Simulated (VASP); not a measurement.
# WC (WC type) (P-6m2) in VASP: further runs

Runs on WC (WC type). Level: PBE. Tasks: single point.

Program: VASP 6.6.1. These are calculated values, not measurements. Logs are shortened: lines on timing, memory, paths and dates and some standing lists are left out, and cuts for length are marked.

### Step 1. The cell of the first run

Symmetry: P-6m2, No. 187, hexagonal system. Conventional cell: a = 2.682 Å, b = 2.682 Å, c = 2.661 Å, α = 90.00°, β = 90.00°, γ = 120.00°. Within 2.7 Å of W (site symmetry -6m2) lie 6 C at 2.04 Å and 8 W at 2.66 to 2.68 Å. Within 2.7 Å of C (site symmetry -6m2) lie 6 W at 2.04 Å and 8 C at 2.66 to 2.68 Å.

### Step 2. Single point, PBE

Contents of INCAR:

```
PREC     = Accurate       # precision mode
ENCUT    = 520            # plane-wave cutoff, eV
EDIFF    = 1E-6           # SCF threshold, eV
ISMEAR   = -1             # smearing method
SIGMA    = 0.08           # smearing width, eV
LREAL    = False          # projectors in reciprocal space
LASPH    = True           # aspherical terms in the spheres
NELM     = 80             # most SCF steps
ALGO     = Normal         # electronic algorithm
ISIF     = 2              # what is computed and relaxed
LWAVE    = False          # write WAVECAR
LCHARG   = False          # write CHGCAR
GGA      = PE             # functional
NBANDS   = 16             # bands
```

Contents of KPOINTS:

```
Automatic mesh
0
Gamma
  17 17 15
```

Contents of POSCAR:

```
WC
1.0
    2.6815685137      0.0000000000      0.0000000000
   -1.3407842569      2.3223064548      0.0000000000
    0.0000000000      0.0000000000      2.6612271166
W C
1 1
Direct
    0.0000000000      0.0000000000      0.0000000000
    0.3333333333      0.6666666667      0.5000000000
```

Potentials or basis: VASP PAW PBE potentials, release 64 (W_sv, C).

Launch:

```sh
$ cat potpaw_PBE.64/W_sv/POTCAR potpaw_PBE.64/C/POTCAR > POTCAR
$ mpirun -np 1 vasp_std > vasp.out
```

OUTCAR:

```text
PREC = Accurate
   ENCUT = 520
   EDIFF = 1E-6
   ISMEAR = -1
   LREAL = False
   LASPH = True
   NELM = 80
   ISIF = 2
   GGA = PE

 ion  position               nearest neighbor table
   1  0.000  0.000  0.000-   2 2.04   2 2.04   2 2.04   2 2.04   2 2.04   2 2.04
   2  0.333  0.667  0.500-   1 2.04   1 2.04   1 2.04   1 2.04   1 2.04   1 2.04

  LATTYP: Found a hexagonal cell.
 ALAT       =     2.6815685137
 C/A-ratio  =     0.9924143661

  Lattice vectors:

 A1 = (   2.6815685137,   0.0000000000,   0.0000000000)
 A2 = (  -1.3407842569,   2.3223064548,   0.0000000000)
 A3 = (   0.0000000000,   0.0000000000,   2.6612271166)

Analysis of symmetry for initial positions (statically):
=====================================================================
 Subroutine PRICEL returns:
 Original cell was already a primitive cell.

 Routine SETGRP: Setting up the symmetry group for a
 hexagonal supercell.

 Subroutine GETGRP returns: Found 12 space group operations
 (whereof 12 operations were pure point group operations)
 out of a pool of 24 trial point group operations.

The static configuration has the point symmetry D_3h.

Analysis of symmetry for dynamics (positions and initial velocities):
=====================================================================
 Subroutine PRICEL returns:
 Original cell was already a primitive cell.

 Routine SETGRP: Setting up the symmetry group for a
 hexagonal supercell.

 Subroutine GETGRP returns: Found 12 space group operations
 (whereof 12 operations were pure point group operations)
 out of a pool of 24 trial point group operations.

The dynamic configuration has the point symmetry D_3h.

 Subroutine INISYM returns: Found 12 space group operations
 (whereof 12 operations are pure point group operations),
 and found     1 'primitive' translations

----------------------------------------------------------------------------------------

                                     Primitive cell

  volume of cell :      16.5726

  direct lattice vectors                    reciprocal lattice vectors
     2.681568514  0.000000000  0.000000000     0.372916073  0.215303195  0.000000000
    -1.340784257  2.322306455  0.000000000     0.000000000  0.430606390  0.000000000
     0.000000000  0.000000000  2.661227117     0.000000000  0.000000000  0.375766500

  length of vectors
     2.681568514  2.681568514  2.661227117     0.430606390  0.430606390  0.375766500

  position of ions in fractional coordinates (direct lattice)
     0.000000000  0.000000000  0.000000000
     0.333333333  0.666666667  0.500000000

  ion indices of the primitive-cell ions
   primitive index   ion index
                 1           1
                 2           2

----------------------------------------------------------------------------------------

 KPOINTS: Automatic mesh

Automatic generation of k-mesh.
 Grid dimensions read from file:
 generate k-points for:   17   17   15

 Generating k-lattice:

  Cartesian coordinates                     Fractional coordinates (reciprocal lattice)
     0.021936240  0.012664894  0.000000000     0.058823529 -0.000000000  0.000000000
     0.000000000  0.025329788  0.000000000     0.000000000  0.058823529  0.000000000
     0.000000000  0.000000000  0.025051100     0.000000000  0.000000000  0.066666667

  Length of vectors
     0.025329788  0.025329788  0.025051100

  Shift w.r.t. Gamma in fractional coordinates (k-lattice)
     0.000000000  0.000000000  0.000000000

 Subroutine IBZKPT returns following result:
 ===========================================

 Found    264 irreducible k-points:

 Following reciprocal coordinates:
            Coordinates               Weight
  0.000000  0.000000  0.000000      1.000000
  0.058824  0.000000  0.000000      6.000000
  0.117647  0.000000  0.000000      6.000000
  0.176471 -0.000000  0.000000      6.000000
  0.235294  0.000000  0.000000      6.000000
  0.294118  0.000000  0.000000      6.000000
[... 16 lines left out ...]
  0.411765  0.117647  0.000000     12.000000
  0.176471  0.176471  0.000000      6.000000
 [... further k-points ...]
   k-points           NKPTS =    264   k-points in BZ     NKDIM =    264   number of bands    NBANDS=     16
   number of dos      NEDOS =    301   number of ions     NIONS =      2
   total plane-waves  NPLWV =   8000
   dimension x,y,z NGX =    20 NGY =   20 NGZ =   20
   dimension x,y,z NGXF=    40 NGYF=   40 NGZF=   40
   ions per type =               1   1
   NGX,Y,Z   is equivalent  to a cutoff of  12.40, 12.40, 12.49 a.u.
   NGXF,Y,Z  is equivalent  to a cutoff of  24.80, 24.80, 24.99 a.u.
 SYSTEM =  unknown system
   PREC   = accura    normal or accurate (medium, high low for compatibility)
   ISTART =      0    job   : 0-new  1-cont  2-samecut
   ICHARG =      2    charge: 1-file 2-atom 10-const
   ISPIN  =      1    spin polarized calculation?
   LNONCOLLINEAR =      F non collinear calculations
   LSORBIT =      F    spin-orbit coupling
   LASPH  =      T    aspherical Exc in radial PAW
   ENCUT  =  520.0 eV  38.22 Ry    6.18 a.u.   4.99  4.99  4.95*2*pi/ulx,y,z
   NELM   =     80;   NELMIN=  2; NELMDL= -5     # of ELM steps
   EDIFF  = 0.1E-05   stopping-criterion for ELM
   LREAL  =      F    real-space projection
   EDIFFG = 0.1E-04   stopping-criterion for IOM
   NSW    =      0    number of steps for IOM
   IBRION =     -1    ionic relax: 0-MD 1-quasi-New 2-CG
   NFREE  =      0    steps in history (QN), initial steepest desc. (CG)
   ISIF   =      2    stress and relaxation
   ISYM   =      2    0-nonsym 1-usesym 2-fastsym
   POTIM  = 0.5000    time-step for ionic-motion
   TEBEG  =    0.0;   TEEND  =   0.0 temperature during run
   PSTRESS=    0.0 pullay stress
   NELECT =      18.0000    total number of electrons
   NUPDOWN=      -1.0000    fix difference up-down
   EMIN   =  10.00;   EMAX   =-10.00  energy-range for DOS
   EFERMI =   0.00;   METHOD = LEGACY
   ISMEAR =    -1;   SIGMA  =   0.08  broadening in eV -4-tet -1-fermi 0-gaus
   EFERMI_NEDOS =   21; number of points for ismear=-14 and -15
   IALGO  =     38    algorithm
   IMIX   =      4    mixing-type and parameters
     AMIX     =   0.40;   BMIX     =  1.00
     AMIX_MAG =   1.60;   BMIX_MAG =  1.00
  volume/ion in A,a.u.               =       8.29        55.92
  Fermi-wavevector in a.u.,A,eV,Ry     =   1.682812  3.180053 38.529733  2.831855
  Thomas-Fermi vector in A             =   2.766124
   LORBIT       =      0    0 simple, 1 ext, 2 COOP (PROOUT), +10 PAW based schemes
   GGA     = PE    functional components
[... 5 lines left out ...]
 non-spin polarized calculation
  energy-cutoff  :      520.00
  volume of cell :       16.57
 maximum number of plane-waves:       456
 NGX is ok and might be reduce to    20
   NGX =  9   NGY =  9   NGZ =  9

 number of electron      18.0000001 magnetization

 Free energy of the ion-electron system (eV)
  ---------------------------------------------------
  ext. energy  EPLUGINS =         0.00000000
  ---------------------------------------------------
  free energy    TOTEN  =       -20.67897379 eV

  energy without entropy =      -20.67338671  energy(sigma->0) =      -20.67618025

 E-fermi :  14.7091     XC(G=0): -15.0987

 val. band max:       14.7053718197   @ k =   0.4118   0.1176   0.4667
 cond. band min:      14.7201898559   @ k =   0.4118   0.0588   0.4000
 fundamental gap:      0.0148180361
 Fermi energy:        14.7090742122

 k-point     1 :       0.0000    0.0000    0.0000
  band No.  band energies     occupation
      1     -59.0085      2.00000
      2     -23.0096      2.00000
      3     -22.6831      2.00000
      4     -22.6831      2.00000
      5      -1.6123      2.00000
      6       8.7730      2.00000
[... 8 lines left out ...]
     15      31.6852      0.00000
     16      33.5940      0.00000

 k-point     2 :       0.0588    0.0000    0.0000
  band No.  band energies     occupation
      1     -59.0027      2.00000
      2     -23.0004      2.00000
      3     -22.7523      2.00000
      4     -22.6979      2.00000
      5      -1.4855      2.00000
      6       8.8400      2.00000
[... 8 lines left out ...]
     15      31.2110      0.00000
     16      33.8458      0.00000

 k-point     3 :       0.1176    0.0000    0.0000
  band No.  band energies     occupation
      1     -58.9861      2.00000
      2     -22.9739      2.00000
      3     -22.9472      2.00000
      4     -22.7401      2.00000
      5      -1.1215      2.00000
      6       8.9002      2.00000
[... 8 lines left out ...]
     15      30.5507      0.00000
     16      34.5667      0.00000

 k-point     4 :       0.1765   -0.0000    0.0000
  band No.  band energies     occupation
      1     -58.9607      2.00000
      2     -23.2336      2.00000
      3     -22.9335      2.00000
      4     -22.8035      2.00000
      5      -0.5660      2.00000
      6       8.5282      2.00000
[... 8 lines left out ...]
     15      30.1446      0.00000
     16      35.1076      0.00000
[... 324 lines left out ...]
 k-point    22 :       0.3529    0.1176    0.0000
  band No.  band energies     occupation
      1     -58.8412      2.00000
      2     -24.3357      2.00000
      3     -23.2279      2.00000
      4     -22.7412      2.00000
      5       2.4196      2.00000
      6       6.7132      2.00000
[... 8 lines left out ...]
     15      32.1022      0.00000
     16      34.9945      0.00000

 k-point    23 :       0.4118    0.1176    0.0000
  band No.  band energies     occupation
      1     -58.8303      2.00000
      2     -24.4294      2.00000
      3     -23.2643      2.00000
      4     -22.7235      2.00000
      5       2.7424      2.00000
      6       6.6474      2.00000
[... 8 lines left out ...]
     15      31.4031      0.00000
     16      35.7732      0.00000

 k-point    24 :       0.1765    0.1765    0.0000
  band No.  band energies     occupation
      1     -58.8910      2.00000
      2     -23.8606      2.00000
      3     -23.0946      2.00000
      4     -22.8218      2.00000
      5       1.1010      2.00000
      6       7.3702      2.00000
[... 8 lines left out ...]
     15      31.1657      0.00000
     16      34.8874      0.00000

 [... further k-points ...]

------------------------ aborting loop because EDIFF is reached ----------------------------------------

  FORCE on cell =-STRESS in cart. coord.  units (eV):
  Direction    XX          YY          ZZ          XY          YZ          ZX
  --------------------------------------------------------------------------------------
  -------------------------------------------------------------------------------------
  Total       15.9193274     15.9193274     15.9839902     -0.0000000     -0.0000000      0.0000000
  in kB     1539.0223635   1539.0223634   1545.2737234     -0.0000000     -0.0000000      0.0000000
  external PRESSURE =    1541.1061501 kB  Pullay stress =       0.0000000 kB

 VOLUME and BASIS-vectors are now :
 -----------------------------------------------------------------------------
  energy-cutoff  :      520.00
  volume of cell :       16.57
      direct lattice vectors                 reciprocal lattice vectors
     2.681568514  0.000000000  0.000000000     0.372916073  0.215303195  0.000000000
    -1.340784257  2.322306455  0.000000000     0.000000000  0.430606390  0.000000000
     0.000000000  0.000000000  2.661227117     0.000000000  0.000000000  0.375766500

 POSITION                                       TOTAL-FORCE (eV/Angst)
 -----------------------------------------------------------------------------------
      0.00000      0.00000      0.00000         0.000000      0.000000      0.000000
     -0.00000      1.54820      1.33061        -0.000000      0.000000      0.000000
 -----------------------------------------------------------------------------------
    total drift:                               -0.000000      0.000000      0.000000

  FREE ENERGIE OF THE ION-ELECTRON SYSTEM (eV)
  ---------------------------------------------------
  free  energy   TOTEN  =       -20.6789737918 eV

  energy  without entropy=      -20.6733867058  energy(sigma->0) =      -20.67618025
```

Wall time 57 s (1 thread of Intel Xeon 8259CL, shared host); peak memory 0.18 GiB.

Results:

- Free energy: -20.6790 eV
- Pressure: 154.1 GPa
- Band gap on the k mesh: zero (bands 9 and 10 overlap by 1.75 eV)

Stress tensor (GPa, compression positive):
```
153.90   0.00   0.00
  0.00 153.90   0.00
  0.00   0.00 154.53
```

Caveat: the cell stands under pressure; spin-orbit coupling is left out, which moves the levels of the heavy elements.

### Step 3. Single point, PBE

Contents of INCAR:

```
PREC = Accurate
ENCUT = 520
EDIFF = 1E-6
ISMEAR = -1
SIGMA = 0.08
LREAL = F
LASPH = T
NELM = 100
ALGO = Normal
ISIF = 2
LWAVE = F
LCHARG = F
GGA = PE
NBANDS = 16
```

KPOINTS is that of step 2.

Contents of POSCAR:

```
WC
1.0
    2.6821778437      0.0000000000      0.0000000000
   -1.3410889219      2.3228341501      0.0000000000
    0.0000000000      0.0000000000      2.6618558474
W C
1 1
Direct
    0.0000000000      0.0000000000      0.0000000000
    0.3333333333      0.6666666667      0.5000000000
```

Potentials or basis: VASP PAW PBE potentials, release 64 (W_sv, C).

Launch:

```sh
$ cat potpaw_PBE.64/W_sv/POTCAR potpaw_PBE.64/C/POTCAR > POTCAR
$ mpirun -np 1 vasp_std > vasp.out
```

It took 59 s on 1 thread of Intel Xeon 8259CL, shared host; peak memory 0.18 GiB.

It converged, with:

| Item | Value |
| --- | --- |
| Free energy | -20.6900 eV |
| Pressure | 153.5 GPa |
| Band gap on the k mesh | zero (bands 9 and 10 overlap by 1.74 eV) |

Stress tensor (GPa, compression positive):
```
153.26   0.00   0.00
  0.00 153.26   0.00
  0.00   0.00 153.82
```

Levels at points of the mesh, in eV from the Fermi level:
| k point | band 6 | band 7 | band 8 | band 9 | band 10 | band 11 | band 12 | band 13 |
| --- | --- | --- | --- | --- | --- | --- | --- | --- |
| (0.00, 0.00, 0.00) | -5.93 | -4.39 | -4.39 | -0.09 | 4.25 | 4.25 | 6.76 | 6.76 |

Caveat: the cell stands under pressure; spin-orbit coupling is left out, which moves the levels of the heavy elements.
